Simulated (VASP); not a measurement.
# Te2Mo in VASP: notebook

The runs below take Te2Mo through single point, with r2SCAN.

All numbers are computed with VASP 6.6.1; they aren't measurements. Logs are shortened: lines on timing, memory, paths and dates and some standing lists are left out, and cuts for length are marked.

### 1 The cell of the first run

The cell holds a slab with vacuum, 3 atoms: a = 3.561 Å, b = 3.561 Å, c = 17.524 Å, α = 90.00°, β = 90.00°, γ = 120.00°.

### 2 Single point, r2SCAN

POSCAR

```
Te2Mo
1.0
    3.5612561764      0.0000000000      0.0000000000
   -1.7806280882      3.0841383181      0.0000000000
    0.0000000000      0.0000000000     17.5238001931
Te Mo
2 1
Direct
    0.3333333333      0.6666666667      0.8979077081
    0.3333333333      0.6666666667      0.1020922919
    0.0000000000      0.0000000000      0.0000000000
```

INCAR.step1

```
PREC = Accurate
ENCUT = 520
ISMEAR = 0
SIGMA = 0.02
LREAL = False
LASPH = True
NELM = 80
NBANDS = 20
GGA = PE
ALGO = Normal
EDIFF = 1E-4
LWAVE = True
LCHARG = False
```

INCAR.step2

```
PREC = Accurate
ENCUT = 520
EDIFF = 1E-6
ISMEAR = 0
SIGMA = 0.02
LREAL = False
LASPH = True
NELM = 80
ALGO = Normal
ISIF = 2
LWAVE = False
LCHARG = False
METAGGA = R2SCAN
LMIXTAU = True
NBANDS = 20
ISTART = 1
```

KPOINTS

```
Automatic mesh
0
Gamma
  12 12 2
```

Potentials or basis: VASP PAW PBE potentials, release 64 (Te, Mo_sv).

Launch:

```sh
$ cat potpaw_PBE.64/Te/POTCAR potpaw_PBE.64/Mo_sv/POTCAR > POTCAR
$ cp INCAR.step1 INCAR
$ mpirun -np 1 vasp_std > vasp.out
$ cp INCAR.step2 INCAR
$ mpirun -np 1 vasp_std > vasp.out
```

OUTCAR:

```text
PREC = Accurate
   ENCUT = 520
   EDIFF = 1E-6
   ISMEAR = 0
   LREAL = False
   LASPH = True
   NELM = 80
   ISIF = 2
   METAGGA = R2SCAN
   ISTART = 1

 ion  position               nearest neighbor table
   1  0.333  0.667  0.898-   3 2.73   3 2.73   3 2.73   2 3.58
   2  0.333  0.667  0.102-   3 2.73   3 2.73   3 2.73   1 3.58
   3  0.000  0.000  0.000-   1 2.73   2 2.73   1 2.73   2 2.73   1 2.73   2 2.73

  LATTYP: Found a hexagonal cell.
 ALAT       =     3.5612561764
 C/A-ratio  =     4.9206794808

  Lattice vectors:

 A1 = (   3.5612561764,   0.0000000000,   0.0000000000)
 A2 = (  -1.7806280882,   3.0841383181,   0.0000000000)
 A3 = (   0.0000000000,   0.0000000000,  17.5238001931)

Analysis of symmetry for initial positions (statically):
=====================================================================
 Subroutine PRICEL returns:
 Original cell was already a primitive cell.

 Routine SETGRP: Setting up the symmetry group for a
 hexagonal supercell.

 Subroutine GETGRP returns: Found 12 space group operations
 (whereof 12 operations were pure point group operations)
 out of a pool of 24 trial point group operations.

The static configuration has the point symmetry D_3h.

Analysis of symmetry for dynamics (positions and initial velocities):
=====================================================================
 Subroutine PRICEL returns:
 Original cell was already a primitive cell.

 Routine SETGRP: Setting up the symmetry group for a
 hexagonal supercell.

 Subroutine GETGRP returns: Found 12 space group operations
 (whereof 12 operations were pure point group operations)
 out of a pool of 24 trial point group operations.

The dynamic configuration has the point symmetry D_3h.

 Subroutine INISYM returns: Found 12 space group operations
 (whereof 12 operations are pure point group operations),
 and found     1 'primitive' translations

----------------------------------------------------------------------------------------

                                     Primitive cell

  volume of cell :     192.4710

  direct lattice vectors                    reciprocal lattice vectors
     3.561256176  0.000000000  0.000000000     0.280799794  0.162119837  0.000000000
    -1.780628088  3.084138318  0.000000000     0.000000000  0.324239673  0.000000000
     0.000000000  0.000000000 17.523800193     0.000000000  0.000000000  0.057065248

  length of vectors
     3.561256176  3.561256176 17.523800193     0.324239673  0.324239673  0.057065248

  position of ions in fractional coordinates (direct lattice)
     0.333333333  0.666666667  0.897907708
     0.333333333  0.666666667  0.102092292
     0.000000000  0.000000000  0.000000000

  ion indices of the primitive-cell ions
   primitive index   ion index
                 1           1
                 2           2
                 3           3

----------------------------------------------------------------------------------------

 KPOINTS: Automatic mesh

Automatic generation of k-mesh.
 Grid dimensions read from file:
 generate k-points for:   12   12    2

 Generating k-lattice:

  Cartesian coordinates                     Fractional coordinates (reciprocal lattice)
     0.023399983  0.013509986  0.000000000     0.083333333  0.000000000  0.000000000
     0.000000000  0.027019973  0.000000000     0.000000000  0.083333333  0.000000000
     0.000000000  0.000000000  0.028532624     0.000000000  0.000000000  0.500000000

  Length of vectors
     0.027019973  0.027019973  0.028532624

  Shift w.r.t. Gamma in fractional coordinates (k-lattice)
     0.000000000  0.000000000  0.000000000

 Subroutine IBZKPT returns following result:
 ===========================================

 Found     38 irreducible k-points:

 Following reciprocal coordinates:
            Coordinates               Weight
  0.000000  0.000000  0.000000      1.000000
  0.083333 -0.000000  0.000000      6.000000
  0.166667  0.000000  0.000000      6.000000
  0.250000  0.000000  0.000000      6.000000
  0.333333  0.000000  0.000000      6.000000
  0.416667 -0.000000  0.000000      6.000000
[... 16 lines left out ...]
  0.250000  0.000000  0.500000      6.000000
  0.333333  0.000000  0.500000      6.000000
 [... further k-points ...]
   k-points           NKPTS =     38   k-points in BZ     NKDIM =     38   number of bands    NBANDS=     20
   number of dos      NEDOS =    301   number of ions     NIONS =      3
   total plane-waves  NPLWV = 109760
   dimension x,y,z NGX =    28 NGY =   28 NGZ =  140
   dimension x,y,z NGXF=    56 NGYF=   56 NGZF=  280
   ions per type =               2   1
   NGX,Y,Z   is equivalent  to a cutoff of  13.07, 13.07, 13.28 a.u.
   NGXF,Y,Z  is equivalent  to a cutoff of  26.14, 26.14, 26.56 a.u.
 SYSTEM =  unknown system
   PREC   = accura    normal or accurate (medium, high low for compatibility)
   ISTART =      1    job   : 0-new  1-cont  2-samecut
   ICHARG =      0    charge: 1-file 2-atom 10-const
   ISPIN  =      1    spin polarized calculation?
   LNONCOLLINEAR =      F non collinear calculations
   LSORBIT =      F    spin-orbit coupling
   LASPH  =      T    aspherical Exc in radial PAW
   ENCUT  =  520.0 eV  38.22 Ry    6.18 a.u.   6.62  6.62 32.58*2*pi/ulx,y,z
   NELM   =     80;   NELMIN=  2; NELMDL=  0     # of ELM steps
   EDIFF  = 0.1E-05   stopping-criterion for ELM
   LREAL  =      F    real-space projection
   EDIFFG = 0.1E-04   stopping-criterion for IOM
   NSW    =      0    number of steps for IOM
   IBRION =     -1    ionic relax: 0-MD 1-quasi-New 2-CG
   NFREE  =      0    steps in history (QN), initial steepest desc. (CG)
   ISIF   =      2    stress and relaxation
   ISYM   =      2    0-nonsym 1-usesym 2-fastsym
   POTIM  = 0.5000    time-step for ionic-motion
   TEBEG  =    0.0;   TEEND  =   0.0 temperature during run
   PSTRESS=    0.0 pullay stress
   NELECT =      26.0000    total number of electrons
   NUPDOWN=      -1.0000    fix difference up-down
   EMIN   =  10.00;   EMAX   =-10.00  energy-range for DOS
   EFERMI =   0.00;   METHOD = LEGACY
   ISMEAR =     0;   SIGMA  =   0.02  broadening in eV -4-tet -1-fermi 0-gaus
   EFERMI_NEDOS =   21; number of points for ismear=-14 and -15
   IALGO  =     38    algorithm
   IMIX   =      4    mixing-type and parameters
     AMIX     =   0.40;   BMIX     =  1.00
     AMIX_MAG =   1.60;   BMIX_MAG =  1.00
  volume/ion in A,a.u.               =      64.16       432.95
  Fermi-wavevector in a.u.,A,eV,Ry     =   0.839997  1.587363  9.600192  0.705594
  Thomas-Fermi vector in A             =   1.954306
   LORBIT       =      0    0 simple, 1 ext, 2 COOP (PROOUT), +10 PAW based schemes
   METAGGA = R2SCAN    functional components
   LHFCALC =     F    Hartree Fock is set to
   AEXX    =    0.0000 exact exchange contribution
   IVDW    =     0    specifies the selected vdW correction
   LEPSILON=     F    determine dielectric tensor
   LRPA    =     F    only Hartree local field effects (RPA)
 non-spin polarized calculation
 Gauss-broadening in eV      SIGMA  =   0.02
  energy-cutoff  :      520.00
  volume of cell :      192.47
 maximum number of plane-waves:      5262
 NGX is ok and might be reduce to    28
   NGX = 13   NGY = 13   NGZ = 65

 number of electron      26.0000000 magnetization

 Free energy of the ion-electron system (eV)
  ---------------------------------------------------
  ext. energy  EPLUGINS =         0.00000000
  ---------------------------------------------------
  free energy    TOTEN  =       -77.77109212 eV

  energy without entropy =      -77.77109212  energy(sigma->0) =      -77.77109212

 E-fermi :   0.0908     XC(G=0):  -4.7785

 val. band max:       -0.0215386425   @ k =   0.3333   0.3333   0.5000
 cond. band min:       1.1011748429   @ k =   0.3333   0.3333   0.0000
 fundamental gap:      1.1227134854
 Fermi energy:         0.0908244054

 k-point     1 :       0.0000    0.0000    0.0000
  band No.  band energies     occupation
      1     -62.6594      2.00000
      2     -36.0789      2.00000
      3     -35.9899      2.00000
      4     -35.9899      2.00000
      5     -13.1261      2.00000
      6     -12.0643      2.00000
[... 12 lines left out ...]
     19       5.2580      0.00000
     20       5.9569      0.00000

 k-point     2 :       0.0833   -0.0000    0.0000
  band No.  band energies     occupation
      1     -62.6588      2.00000
      2     -36.0770      2.00000
      3     -35.9984      2.00000
      4     -35.9919      2.00000
      5     -13.0276      2.00000
      6     -11.9974      2.00000
[... 12 lines left out ...]
     19       5.3729      0.00000
     20       6.1238      0.00000

 k-point     3 :       0.1667    0.0000    0.0000
  band No.  band energies     occupation
      1     -62.6571      2.00000
      2     -36.0718      2.00000
      3     -36.0215      2.00000
      4     -35.9973      2.00000
      5     -12.7416      2.00000
      6     -11.8036      2.00000
[... 12 lines left out ...]
     19       5.7057      0.00000
     20       6.4286      0.00000

 k-point     4 :       0.2500    0.0000    0.0000
  band No.  band energies     occupation
      1     -62.6547      2.00000
      2     -36.0646      2.00000
      3     -36.0528      2.00000
      4     -36.0046      2.00000
      5     -12.3009      2.00000
      6     -11.5075      2.00000
[... 12 lines left out ...]
     19       6.2161      0.00000
     20       6.8037      0.00000

 k-point     5 :       0.3333    0.0000    0.0000
  band No.  band energies     occupation
      1     -62.6523      2.00000
      2     -36.0839      2.00000
      3     -36.0574      2.00000
      4     -36.0119      2.00000
      5     -11.7749      2.00000
      6     -11.1613      2.00000
[... 12 lines left out ...]
     19       6.3168      0.00000
     20       6.6176      0.00000
[... 353 lines left out ...]
      6     -11.9974      2.00000
[... 12 lines left out ...]
     19       5.0633      0.00000
     20       6.5259      0.00000

 k-point    22 :       0.1667    0.0000    0.5000
  band No.  band energies     occupation
      1     -62.6571      2.00000
      2     -36.0718      2.00000
      3     -36.0215      2.00000
      4     -35.9973      2.00000
      5     -12.7416      2.00000
      6     -11.8036      2.00000
[... 12 lines left out ...]
     19       5.3753      0.00000
     20       6.8425      0.00000

 k-point    23 :       0.2500    0.0000    0.5000
  band No.  band energies     occupation
      1     -62.6547      2.00000
      2     -36.0646      2.00000
      3     -36.0528      2.00000
      4     -36.0046      2.00000
      5     -12.3009      2.00000
      6     -11.5075      2.00000
[... 12 lines left out ...]
     19       5.9053      0.00000
     20       7.2478      0.00000

 k-point    24 :       0.3333    0.0000    0.5000
  band No.  band energies     occupation
      1     -62.6523      2.00000
      2     -36.0839      2.00000
      3     -36.0574      2.00000
      4     -36.0119      2.00000
      5     -11.7749      2.00000
      6     -11.1613      2.00000
[... 12 lines left out ...]
     19       6.3899      0.00000
     20       6.5037      0.00000

 [... further k-points ...]

------------------------ aborting loop because EDIFF is reached ----------------------------------------

  FORCE on cell =-STRESS in cart. coord.  units (eV):
  Direction    XX          YY          ZZ          XY          YZ          ZX
  --------------------------------------------------------------------------------------
  -------------------------------------------------------------------------------------
  Total        0.0458743      0.0458743      0.0861462      0.0000000      0.0000000      0.0000000
  in kB        0.3818691      0.3818691      0.7171030      0.0000000      0.0000000      0.0000000
  external PRESSURE =       0.4936138 kB  Pullay stress =       0.0000000 kB

 VOLUME and BASIS-vectors are now :
 -----------------------------------------------------------------------------
  energy-cutoff  :      520.00
  volume of cell :      192.47
      direct lattice vectors                 reciprocal lattice vectors
     3.561256176  0.000000000  0.000000000     0.280799794  0.162119837  0.000000000
    -1.780628088  3.084138318  0.000000000     0.000000000  0.324239673  0.000000000
     0.000000000  0.000000000 17.523800193     0.000000000  0.000000000  0.057065248

 POSITION                                       TOTAL-FORCE (eV/Angst)
 -----------------------------------------------------------------------------------
     -0.00000      2.05609     15.73476        -0.000000     -0.000000     -0.027330
     -0.00000      2.05609      1.78904        -0.000000      0.000000      0.027330
      0.00000      0.00000      0.00000         0.000000     -0.000000      0.000000
 -----------------------------------------------------------------------------------
    total drift:                                0.000001     -0.000000     -0.000000

  FREE ENERGIE OF THE ION-ELECTRON SYSTEM (eV)
  ---------------------------------------------------
  free  energy   TOTEN  =       -77.7710921151 eV

  energy  without entropy=      -77.7710921151  energy(sigma->0) =      -77.77109212
```

It took 9.7 min on 1 thread of Intel Xeon Platinum 8259CL at 2.50GHz (Skylake/Cascade Lake), shared host; peak memory 0.46 GiB.

Results:

| Item | Value |
| --- | --- |
| Free energy | -77.7711 eV |
| Largest force | 0.027 eV/Å |
| Band gap on the k mesh | 1.12 eV |

Forces on the atoms (eV/Å):
```
Te   0.000  0.000 -0.027
Te   0.000  0.000  0.027
Mo   0.000  0.000  0.000
```

Levels at points of the mesh, in eV from the valence-band top:
```
           k point  band 11  band 12  band 13  band 14  band 15  band 16
(0.00, 0.00, 0.00)    -1.02    -1.02    -0.40     3.17     3.17     3.48
(0.50, 0.00, 0.00)    -1.70    -0.75    -0.47     1.46     1.85     3.55
(0.00, 0.00, 0.50)    -1.02    -1.02    -0.40     3.17     3.17     3.48
(0.50, 0.00, 0.50)    -1.70    -0.75    -0.47     1.46     1.85     3.55
```

Caveat: there is no dipole correction, which matters where the two faces differ; the PAW data sets were made with another functional, which shifts forces and pressure a little; spin-orbit coupling is left out, which moves the levels of the heavy elements.

### 3 Single point, r2SCAN (equal strain along all axes, cell held: +1.5 %, then relaxed in part)

POSCAR

```
Te2Mo
1.0
    3.6146750190      0.0000000000      0.0000000000
   -1.8073375095      3.1304003929      0.0000000000
    0.0000000000      0.0000000000     17.7866571960
Te Mo
2 1
Direct
    0.3333333333      0.6666666667      0.9004884356
    0.3333333333      0.6666666667      0.0995115644
    0.0000000000      0.0000000000      0.0000000000
```

INCAR.step1

```
SYSTEM = Te2Mo
ALGO = Normal
EDIFF = 1E-4
ENCUT = 520
GGA = PE
ISMEAR = 0
LASPH = .TRUE.
LCHARG = .FALSE.
LREAL = .FALSE.
LWAVE = .TRUE.
NBANDS = 20
NELM = 100
PREC = Accurate
SIGMA = 0.02
```

INCAR.step2

```
SYSTEM = Te2Mo
ALGO = Normal
EDIFF = 1E-6
ENCUT = 520
ISIF = 2
ISMEAR = 0
ISTART = 1
LASPH = .TRUE.
LCHARG = .TRUE.
LELF = .TRUE.
LMIXTAU = .TRUE.
LREAL = .FALSE.
LVHAR = .TRUE.
LWAVE = .FALSE.
METAGGA = R2SCAN
NBANDS = 20
NELM = 100
PREC = Accurate
SIGMA = 0.02
```

KPOINTS

```
k-points
0
G
  12 12 2
  0 0 0
```

Potentials or basis: VASP PAW PBE potentials, release 64 (Te, Mo_sv).

Launch:

```sh
$ cat potpaw_PBE.64/Te/POTCAR potpaw_PBE.64/Mo_sv/POTCAR > POTCAR
$ cp INCAR.step1 INCAR
$ mpirun -np 1 vasp_std > vasp.out
$ cp INCAR.step2 INCAR
$ mpirun -np 1 vasp_std > vasp.out
```

Wall time 8.3 min (1 thread of Intel Xeon Platinum 8259CL at 2.50GHz (Skylake/Cascade Lake), shared host); peak memory 0.45 GiB.

Results (log left out):

```
Free energy            : -77.7553 eV
Largest force          : 0.035 eV/Å
Band gap on the k mesh : 1.00 eV
```

Forces in eV/Å, atoms in the order of the input:
```
Te   0.000  0.000 -0.035
Te   0.000  0.000  0.035
Mo   0.000  0.000  0.000
```

Levels at points of the mesh, in eV from the valence-band top:
| k point | band 9 | band 10 | band 11 | band 12 | band 13 | band 14 | band 15 | band 16 | band 17 | band 18 |
| --- | --- | --- | --- | --- | --- | --- | --- | --- | --- | --- |
| (0.00, 0.00, 0.00) | -1.90 | -1.53 | -1.07 | -1.07 | -0.24 | 3.04 | 3.04 | 3.36 | 3.36 | 4.83 |
| (0.50, 0.00, 0.00) | -3.45 | -2.49 | -1.55 | -0.68 | -0.59 | 1.37 | 1.76 | 3.53 | 3.82 | 4.31 |
| (0.00, 0.00, 0.50) | -1.90 | -1.53 | -1.07 | -1.07 | -0.24 | 3.04 | 3.04 | 3.36 | 3.36 | 5.00 |
| (0.50, 0.00, 0.50) | -3.45 | -2.49 | -1.55 | -0.68 | -0.59 | 1.37 | 1.76 | 3.53 | 3.82 | 4.31 |

Caveat: the cell differs from its parent crystal (equal strain along all axes, cell held: +1.5 %, then relaxed in part); there is no dipole correction, which matters where the two faces differ; the PAW data sets were made with another functional, which shifts forces and pressure a little; spin-orbit coupling is left out, which moves the levels of the heavy elements.
